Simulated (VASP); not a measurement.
# Ag (Im-3m) in VASP: further runs, part 2 of 2

VASP 6.6.1.

### Step 4. Single point, r2SCAN

This run uses another cell than the first one: it holds 4 atoms, not 2.

File POSCAR:

```
Ag
1.0
    0.0000000000     -3.2685352936      3.2685352936
    3.2685352936     -3.2685352936      0.0000000000
    3.2685352936      0.0000000000      3.2685352936
Ag
4
Direct
    0.0000000000      0.0000000000      0.0000000000
    0.2500000000      0.2500000000      0.2500000000
    0.5000000000      0.5000000000      0.5000000000
    0.7500000000      0.7500000000      0.7500000000
```

File INCAR.step1:

```
SYSTEM = Ag
ALGO = Normal
EDIFF = 1E-4
ENCUT = 520
GGA = PE
ISMEAR = 0
LASPH = .True.
LCHARG = .False.
LREAL = .False.
LWAVE = .True.
NBANDS = 30
NELM = 100
PREC = Accurate
SIGMA = 0.15
```

File INCAR.step2:

```
SYSTEM = Ag
ALGO = Normal
EDIFF = 1E-7
ENCUT = 520
ISIF = 2
ISMEAR = 0
ISTART = 1
LASPH = .True.
LCHARG = .False.
LMIXTAU = .True.
LREAL = .False.
LWAVE = .False.
METAGGA = R2SCAN
NBANDS = 30
NELM = 100
PREC = Accurate
SIGMA = 0.15
```

File KPOINTS:

```
k-points
0
Gamma
  10 10 10
  0 0 0
```

Potentials or basis: VASP PAW PBE potentials, release 64 (Ag).

The run is started by

```console
$ cat potpaw_PBE.64/Ag/POTCAR > POTCAR
$ cp INCAR.step1 INCAR
$ mpirun -np 1 vasp_std > vasp.out
$ cp INCAR.step2 INCAR
$ mpirun -np 1 vasp_std > vasp.out
```

OUTCAR:

```text
SYSTEM = Ag
   EDIFF = 1E-7
   ENCUT = 520
   ISIF = 2
   ISMEAR = 0
   ISTART = 1
   LASPH = .True.
   LREAL = .False.
   METAGGA = R2SCAN
   NELM = 100
   PREC = Accurate

 ion  position               nearest neighbor table
   1  0.000  0.000  0.000-   4 2.83   2 2.83   4 2.83   2 2.83   4 2.83   2 2.83   4 2.83   2 2.83
                             3 3.27   3 3.27   3 3.27   3 3.27   3 3.27   3 3.27
   2  0.250  0.250  0.250-   1 2.83   1 2.83   3 2.83   3 2.83   1 2.83   3 2.83   1 2.83   3 2.83
                             4 3.27   4 3.27   4 3.27   4 3.27   4 3.27   4 3.27
   3  0.500  0.500  0.500-   2 2.83   2 2.83   4 2.83   4 2.83   2 2.83   4 2.83   2 2.83   4 2.83
                             1 3.27   1 3.27   1 3.27   1 3.27   1 3.27   1 3.27
   4  0.750  0.750  0.750-   3 2.83   1 2.83   3 2.83   1 2.83   3 2.83   1 2.83   3 2.83   1 2.83
                             2 3.27   2 3.27   2 3.27   2 3.27   2 3.27   2 3.27

  LATTYP: Found a face centered cubic cell.
 ALAT       =     6.5370705872

  Lattice vectors:

 A1 = (   0.0000000000,  -3.2685352936,   3.2685352936)
 A2 = (   3.2685352936,  -3.2685352936,   0.0000000000)
 A3 = (   3.2685352936,   0.0000000000,   3.2685352936)

Analysis of symmetry for initial positions (statically):
=====================================================================
 Subroutine PRICEL returns following result:

  LATTYP: Found a body centered cubic cell.
 ALAT       =     3.2685352936

  Lattice vectors:

 A1 = (  -1.6342676468,   1.6342676468,  -1.6342676468)
 A2 = (   1.6342676468,  -1.6342676468,  -1.6342676468)
 A3 = (  -1.6342676468,  -1.6342676468,   1.6342676468)

   4 primitive cells build up your supercell.

 Routine SETGRP: Setting up the symmetry group for a
 face centered cubic supercell.

 Subroutine GETGRP returns: Found 48 space group operations
 (whereof 48 operations were pure point group operations)
 out of a pool of 48 trial point group operations.

The static configuration has the point symmetry O_h .

Analysis of symmetry for dynamics (positions and initial velocities):
=====================================================================
 Subroutine PRICEL returns following result:

  LATTYP: Found a body centered cubic cell.
 ALAT       =     3.2685352936

  Lattice vectors:

 A1 = (  -1.6342676468,   1.6342676468,  -1.6342676468)
 A2 = (   1.6342676468,  -1.6342676468,  -1.6342676468)
 A3 = (  -1.6342676468,  -1.6342676468,   1.6342676468)

   4 primitive cells build up your supercell.

 Routine SETGRP: Setting up the symmetry group for a
 face centered cubic supercell.

 Subroutine GETGRP returns: Found 48 space group operations
 (whereof 48 operations were pure point group operations)
 out of a pool of 48 trial point group operations.

The dynamic configuration has the point symmetry O_h .

 Subroutine INISYM returns: Found 48 space group operations
 (whereof 48 operations are pure point group operations),
 and found     4 'primitive' translations

----------------------------------------------------------------------------------------

                                     Primitive cell

  volume of cell :      17.4594

[... 29 lines left out ...]

  Length of vectors
     0.026495825  0.026495825  0.026495825

  Shift w.r.t. Gamma in fractional coordinates (k-lattice)
     0.000000000  0.000000000  0.000000000

 Subroutine IBZKPT returns following result:
 ===========================================

 Found     47 irreducible k-points:

 Following reciprocal coordinates:
            Coordinates               Weight
  0.000000  0.000000  0.000000      1.000000
  0.100000  0.000000  0.000000      8.000000
  0.200000  0.000000  0.000000      8.000000
  0.300000  0.000000  0.000000      8.000000
  0.400000  0.000000  0.000000      8.000000
  0.500000  0.000000  0.000000      4.000000
[... 16 lines left out ...]
  0.300000  0.300000  0.000000      6.000000
  0.400000  0.300000  0.000000     24.000000
 [... further k-points ...]
   k-points           NKPTS =     47   k-points in BZ     NKDIM =     47   number of bands    NBANDS=     30
   number of dos      NEDOS =    301   number of ions     NIONS =      4
   total plane-waves  NPLWV =  46656
   dimension x,y,z NGX =    36 NGY =   36 NGZ =   36
   dimension x,y,z NGXF=    72 NGYF=   72 NGZF=   72
   ions per type =               4
   NGX,Y,Z   is equivalent  to a cutoff of  12.95, 12.95, 12.95 a.u.
   NGXF,Y,Z  is equivalent  to a cutoff of  25.89, 25.89, 25.89 a.u.
 SYSTEM =  Ag
   PREC   = accura    normal or accurate (medium, high low for compatibility)
   ISTART =      1    job   : 0-new  1-cont  2-samecut
   ICHARG =      0    charge: 1-file 2-atom 10-const
   ISPIN  =      1    spin polarized calculation?
   LNONCOLLINEAR =      F non collinear calculations
   LSORBIT =      F    spin-orbit coupling
   LASPH  =      T    aspherical Exc in radial PAW
   ENCUT  =  520.0 eV  38.22 Ry    6.18 a.u.   8.59  8.59  8.59*2*pi/ulx,y,z
   NELM   =    100;   NELMIN=  2; NELMDL=  0     # of ELM steps
   EDIFF  = 0.1E-06   stopping-criterion for ELM
   LREAL  =      F    real-space projection
   EDIFFG = 0.1E-05   stopping-criterion for IOM
   NSW    =      0    number of steps for IOM
   IBRION =     -1    ionic relax: 0-MD 1-quasi-New 2-CG
   NFREE  =      0    steps in history (QN), initial steepest desc. (CG)
   ISIF   =      2    stress and relaxation
   ISYM   =      2    0-nonsym 1-usesym 2-fastsym
   POTIM  = 0.5000    time-step for ionic-motion
   TEBEG  =    0.0;   TEEND  =   0.0 temperature during run
   PSTRESS=    0.0 pullay stress
   NELECT =      44.0000    total number of electrons
   NUPDOWN=      -1.0000    fix difference up-down
   EMIN   =  10.00;   EMAX   =-10.00  energy-range for DOS
   EFERMI =   0.00;   METHOD = LEGACY
   ISMEAR =     0;   SIGMA  =   0.15  broadening in eV -4-tet -1-fermi 0-gaus
   EFERMI_NEDOS =   21; number of points for ismear=-14 and -15
   IALGO  =     38    algorithm
   IMIX   =      4    mixing-type and parameters
     AMIX     =   0.40;   BMIX     =  1.00
     AMIX_MAG =   1.60;   BMIX_MAG =  1.00
  volume/ion in A,a.u.               =      17.46       117.82
  Fermi-wavevector in a.u.,A,eV,Ry     =   1.403447  2.652129 26.798882  1.969662
  Thomas-Fermi vector in A             =   2.526108
   LORBIT       =      0    0 simple, 1 ext, 2 COOP (PROOUT), +10 PAW based schemes
   METAGGA = R2SCAN    functional components
   LHFCALC =     F    Hartree Fock is set to
   AEXX    =    0.0000 exact exchange contribution
   IVDW    =     0    specifies the selected vdW correction
   LEPSILON=     F    determine dielectric tensor
   LRPA    =     F    only Hartree local field effects (RPA)
 non-spin polarized calculation
 Gauss-broadening in eV      SIGMA  =   0.15
  energy-cutoff  :      520.00
  volume of cell :       69.84
 maximum number of plane-waves:      1901
 NGX is ok and might be reduce to    36

 number of electron      44.0000001 magnetization

 Free energy of the ion-electron system (eV)
  ---------------------------------------------------
  ext. energy  EPLUGINS =         0.00000000
  ---------------------------------------------------
  free energy    TOTEN  =       -85.30933799 eV

  energy without entropy =      -85.29933055  energy(sigma->0) =      -85.30433427

 E-fermi :   8.2124     XC(G=0): -12.8026

 val. band max:        8.1770959731   @ k =   0.5000   0.5000   0.0000
 cond. band min:       8.2680854183   @ k =   0.5000   0.4000   0.1000
 fundamental gap:      0.0909894452
 Fermi energy:         8.2123541933

 k-point     1 :       0.0000    0.0000    0.0000
  band No.  band energies     occupation
      1       0.3391      2.00000
      2       1.5315      2.00000
      3       1.5315      2.00000
      4       2.6737      2.00000
      5       2.6737      2.00000
      6       2.6737      2.00000
[... 781 lines left out ...]
     29      19.6869      0.00000
     30      20.8324      0.00000

 [... further k-points ...]
[... 5 lines left out ...]
  --------------------------------------------------------------------------------------
  -------------------------------------------------------------------------------------
  Total       -0.0552057     -0.0552057     -0.0552057     -0.0000000      0.0000000      0.0000000
  in kB       -1.2665004     -1.2665004     -1.2665004     -0.0000000      0.0000000      0.0000000
  external PRESSURE =      -1.2665004 kB  Pullay stress =       0.0000000 kB

 VOLUME and BASIS-vectors are now :
 -----------------------------------------------------------------------------
  energy-cutoff  :      520.00
  volume of cell :       69.84
      direct lattice vectors                 reciprocal lattice vectors
     0.000000000 -3.268535294  3.268535294    -0.152973719 -0.152973719  0.152973719
     3.268535294 -3.268535294  0.000000000     0.152973719 -0.152973719 -0.152973719
     3.268535294  0.000000000  3.268535294     0.152973719  0.152973719  0.152973719

 POSITION                                       TOTAL-FORCE (eV/Angst)
 -----------------------------------------------------------------------------------
      0.00000      0.00000      0.00000         0.000000      0.000000     -0.000000
      1.63427     -1.63427      1.63427        -0.000000     -0.000000      0.000000
      3.26854     -3.26854      3.26854         0.000000     -0.000000      0.000000
      4.90280     -4.90280      4.90280        -0.000000      0.000000     -0.000000
 -----------------------------------------------------------------------------------
    total drift:                                0.000000     -0.000000      0.000000

  FREE ENERGIE OF THE ION-ELECTRON SYSTEM (eV)
  ---------------------------------------------------
  free  energy   TOTEN  =       -85.3093379885 eV

  energy  without entropy=      -85.2993305491  energy(sigma->0) =      -85.30433427
```

It took 7.9 min on 1 thread of AMD EPYC 7R43 (Zen 3), shared host; peak memory 0.21 GiB.

Results:

```yaml
Free_energy: -85.3093 eV
Pressure: -0.1 GPa
Band_gap_on_the_k_mesh: zero (band 22 reaches 14.00 eV, above the bottom of band 23 at 6.49 eV)
```

Caveat: the PAW data sets were made with another functional, which shifts forces and pressure a little.

### Step 5. Single point, r2SCAN

This run uses another cell than the first one: it holds 1 atom, not 2.

File POSCAR:

```
Ag
1.0
   -1.6556540000      1.6556540000      1.6556540000
    1.6556540000     -1.6556540000      1.6556540000
    1.6556540000      1.6556540000     -1.6556540000
Ag
1
Direct
    0.0000000000      0.0000000000      0.0000000000
```

File INCAR.step1:

```
SYSTEM = Ag
PREC     = Accurate       ! precision mode
ENCUT    = 550            ! plane-wave cutoff, eV
ISMEAR   = 0              ! smearing method
SIGMA    = 0.1            ! smearing width, eV
LREAL    = .FALSE.        ! projectors in reciprocal space
LASPH    = .TRUE.         ! aspherical terms in the spheres
NELM     = 120            ! most SCF steps
NBANDS   = 12             ! bands
GGA      = PE             ! functional
ALGO     = Normal         ! electronic algorithm
EDIFF    = 1E-5           ! SCF threshold, eV
LWAVE    = .TRUE.         ! write WAVECAR
LCHARG   = .FALSE.        ! write CHGCAR
GGA_COMPAT= .FALSE.
```

File INCAR.step2:

```
SYSTEM = Ag
PREC     = Accurate       ! precision mode
ENCUT    = 550            ! plane-wave cutoff, eV
EDIFF    = 1E-6           ! SCF threshold, eV
ISMEAR   = 0              ! smearing method
SIGMA    = 0.1            ! smearing width, eV
LREAL    = .FALSE.        ! projectors in reciprocal space
LASPH    = .TRUE.         ! aspherical terms in the spheres
NELM     = 120            ! most SCF steps
ALGO     = Normal         ! electronic algorithm
ISIF     = 2              ! what is computed and relaxed
LWAVE    = .FALSE.        ! write WAVECAR
LCHARG   = .FALSE.        ! write CHGCAR
METAGGA  = R2SCAN         ! meta-GGA
LMIXTAU  = .TRUE.       
NBANDS   = 12             ! bands
ISTART   = 1            
GGA_COMPAT= .FALSE.
```

File KPOINTS:

```
regular mesh
0
G
  8 8 8
  0 0 0
```

Potentials or basis: VASP PAW PBE potentials, release 64 (Ag).

The run is started by

```console
$ cat potpaw_PBE.64/Ag/POTCAR > POTCAR
$ cp INCAR.step1 INCAR
$ mpirun -np 1 vasp_std > vasp.out
$ cp INCAR.step2 INCAR
$ mpirun -np 1 vasp_std > vasp.out
```

OUTCAR:

```text
SYSTEM = Ag
   PREC = Accurate
   ENCUT = 550
   EDIFF = 1E-6
   ISMEAR = 0
   LREAL = .FALSE.
   LASPH = .TRUE.
   NELM = 120
   ISIF = 2
   METAGGA = R2SCAN
   ISTART = 1

 ion  position               nearest neighbor table
   1  0.000  0.000  0.000-

  LATTYP: Found a body centered cubic cell.
 ALAT       =     3.3113080000

  Lattice vectors:

 A1 = (  -1.6556540000,   1.6556540000,   1.6556540000)
 A2 = (   1.6556540000,  -1.6556540000,   1.6556540000)
 A3 = (   1.6556540000,   1.6556540000,  -1.6556540000)

[... 530 lines left out ...]
      4       3.4110      2.00000
      5       4.1981      2.00000
      6       8.0070      0.00123
      7      16.0764      0.00000
      8      18.5994      0.00000
      9      21.0847      0.00000
     10      23.5515      0.00000
     11      30.6511      0.00000
     12      32.9039      0.00000

 [... further k-points ...]
[... 5 lines left out ...]
  --------------------------------------------------------------------------------------
  -------------------------------------------------------------------------------------
  Total       -0.3851167     -0.3851167     -0.3851167     -0.0000000      0.0000000     -0.0000000
  in kB      -33.9886761    -33.9886761    -33.9886761     -0.0000000      0.0000000     -0.0000000
  external PRESSURE =     -33.9886761 kB  Pullay stress =       0.0000000 kB

 VOLUME and BASIS-vectors are now :
 -----------------------------------------------------------------------------
  energy-cutoff  :      550.00
  volume of cell :       18.15
      direct lattice vectors                 reciprocal lattice vectors
    -1.655654000  1.655654000  1.655654000     0.000000000  0.301995465  0.301995465
     1.655654000 -1.655654000  1.655654000     0.301995465  0.000000000  0.301995465
     1.655654000  1.655654000 -1.655654000     0.301995465  0.301995465  0.000000000

 POSITION                                       TOTAL-FORCE (eV/Angst)
 -----------------------------------------------------------------------------------
      0.00000      0.00000      0.00000         0.000000      0.000000      0.000000
 -----------------------------------------------------------------------------------
    total drift:                               -0.000000      0.000000      0.000000

  FREE ENERGIE OF THE ION-ELECTRON SYSTEM (eV)
  ---------------------------------------------------
  free  energy   TOTEN  =       -21.2675623144 eV

  energy  without entropy=      -21.2594248152  energy(sigma->0) =      -21.26349356
```

OSZICAR.step1:

```text
N       E                     dE             d eps       ncg     rms          rms(c)
DAV:   1     0.548494647507E+02    0.54849E+02   -0.56981E+03   696   0.867E+02
DAV:   2    -0.196722645031E+01   -0.56817E+02   -0.53974E+02   812   0.198E+02
DAV:   3    -0.287292496824E+01   -0.90570E+00   -0.90455E+00   800   0.262E+01
DAV:   4    -0.287603300944E+01   -0.31080E-02   -0.31079E-02   800   0.157E+00
DAV:   5    -0.287605959663E+01   -0.26587E-04   -0.26587E-04   772   0.133E-01    0.447E+00
DAV:   6    -0.264726918512E+01    0.22879E+00   -0.94659E-01   772   0.855E+00    0.301E+00
DAV:   7    -0.264134342598E+01    0.59258E-02   -0.66378E-03   788   0.783E-01    0.174E+00
DAV:   8    -0.263897582123E+01    0.23676E-02   -0.72473E-04   776   0.221E-01    0.776E-02
DAV:   9    -0.263898384799E+01   -0.80268E-05   -0.65643E-06   624   0.194E-02
   1 F= -.26389838E+01 E0= -.26352768E+01  d E =-.741411E-02
```

Run time: 47 s. Hardware: 1 thread of AMD EPYC 7R43 (Zen 3), shared host; peak memory 0.11 GiB.

What came out:

```yaml
Free_energy: -21.2676 eV
Pressure: -3.4 GPa
```

Caveat: the PAW data sets were made with another functional, which shifts forces and pressure a little.

### Step 6. Relaxation of cell and atoms, r2SCAN

This run uses another cell than the first one: it holds 1 atom, not 2.

POSCAR is that of step 5.

File INCAR.step1:

```
SYSTEM = Ag
PREC     = Accurate       ! precision mode
ENCUT    = 600            ! plane-wave cutoff, eV
ISMEAR   = 0              ! smearing method
SIGMA    = 0.1            ! smearing width, eV
LREAL    = .FALSE.        ! projectors in reciprocal space
LASPH    = .TRUE.         ! aspherical terms in the spheres
NELM     = 80             ! most SCF steps
GGA      = PE             ! functional
ALGO     = Normal         ! electronic algorithm
EDIFF    = 1E-4           ! SCF threshold, eV
LWAVE    = .TRUE.         ! write WAVECAR
LCHARG   = .FALSE.        ! write CHGCAR
```

File INCAR.step2:

```
SYSTEM = Ag
PREC     = Accurate       ! precision mode
ENCUT    = 600            ! plane-wave cutoff, eV
EDIFF    = 1E-6           ! SCF threshold, eV
ISMEAR   = 0              ! smearing method
SIGMA    = 0.1            ! smearing width, eV
LREAL    = .FALSE.        ! projectors in reciprocal space
LASPH    = .TRUE.         ! aspherical terms in the spheres
NELM     = 80             ! most SCF steps
ALGO     = Normal         ! electronic algorithm
ISIF     = 3              ! what is computed and relaxed
LWAVE    = .FALSE.        ! write WAVECAR
LCHARG   = .FALSE.        ! write CHGCAR
METAGGA  = R2SCAN         ! meta-GGA
LMIXTAU  = .TRUE.       
IBRION   = 2              ! ionic algorithm
NSW      = 100            ! ionic steps
EDIFFG   = -0.005         ! ionic threshold
ISTART   = 1
```

File KPOINTS:

```
regular mesh
0
G
  18 18 18
  0 0 0
```

Potentials or basis: VASP PAW PBE potentials, release 64 (Ag).

The run is started by

```console
$ cat potpaw_PBE.64/Ag/POTCAR > POTCAR
$ cp INCAR.step1 INCAR
$ mpirun -np 1 vasp_std > vasp.out
$ cp INCAR.step2 INCAR
$ mpirun -np 1 vasp_std > vasp.out
```

Wall time 2.9 min (1 thread of Intel Xeon Platinum 8259CL at 2.50GHz (Skylake/Cascade Lake), shared host); peak memory 0.19 GiB.

It converged, with:

```yaml
Free_energy: -21.3205 eV
Relaxed_volume: 17.48 Å³/atom
Relaxed_cell: a = 2.832 Å, b = 2.832 Å, c = 2.832 Å, α = 109.47°, β = 109.47°, γ = 109.47°
Space_group_after_relaxing_to_0.05_Å: Im-3m (No. 229)
Energy_gained_by_relaxing: 7.5 meV/atom
Ionic_steps: 3
Pressure_after_relaxing: 0.0 GPa
```

Step by step:
```tsv
step	energy change (eV)	largest force (eV/Å)	pressure (GPa)	volume (Å³)
1	0.0000	0.0000	-3.40	18.15
2	-0.0055	0.0000	1.95	17.16
3	-0.0075	0.0000	0.01	17.48
```

Final structure:
```xyz
1
Lattice="-1.6349 1.6349 1.6349 1.6349 -1.6349 1.6349 1.6349 1.6349 -1.6349" Properties=species:S:1:pos:R:3 pbc="T T T"
Ag    0.0000    0.0000    0.0000
```

Levels at points of the mesh, in eV from the Fermi level:
| k point | band 2 | band 3 | band 4 | band 5 | band 6 | band 7 | band 8 | band 9 |
| --- | --- | --- | --- | --- | --- | --- | --- | --- |
| (0.00, 0.00, 0.00) | -5.20 | -5.20 | -5.20 | -3.89 | -3.89 | 18.59 | 18.59 | 18.59 |
| (0.50, 0.00, 0.00) | -5.96 | -3.95 | -3.78 | -2.90 | 0.04 | 4.12 | 13.78 | 14.85 |
| (0.50, 0.50, 0.50) | -6.60 | -3.14 | -3.14 | -3.14 | 7.14 | 7.14 | 7.14 | 12.94 |

Caveat: the PAW data sets were made with another functional, which shifts forces and pressure a little.

### Step 7. Overview

```tsv
task	cell	k mesh	cutoff (eV)	smearing	gap on the mesh (eV)	pressure (GPa)
single point	a = 3.269 Å, 2 atoms	10 × 10 × 10	520	gaussian 0.15 eV	none	-0.1
single point	a = 2.831 Å, angles 109.5°, 1 atom	18 × 18 × 18	520	gaussian 0.1 eV	none	0.1
single point	a = 4.622 Å, angles 60.0°, 4 atoms	10 × 10 × 10	520	gaussian 0.15 eV	none	-0.1
single point	a = 2.868 Å, angles 109.5°, 1 atom	8 × 8 × 8	550	gaussian 0.1 eV	none	-3.4
relaxation of cell and atoms	relaxed from a = 2.868 Å, angles 109.5°, 1 atom	18 × 18 × 18	600	gaussian 0.1 eV	none	0.0
```

Alike in all rows: level r2SCAN; potentials or basis VASP PAW PBE potentials, release 64 (Ag); no spin polarisation.

Caveats: the PAW data sets were made with another functional, which shifts forces and pressure a little.

Total energies depend on the potentials used, so only differences within one code and one set of settings carry meaning.
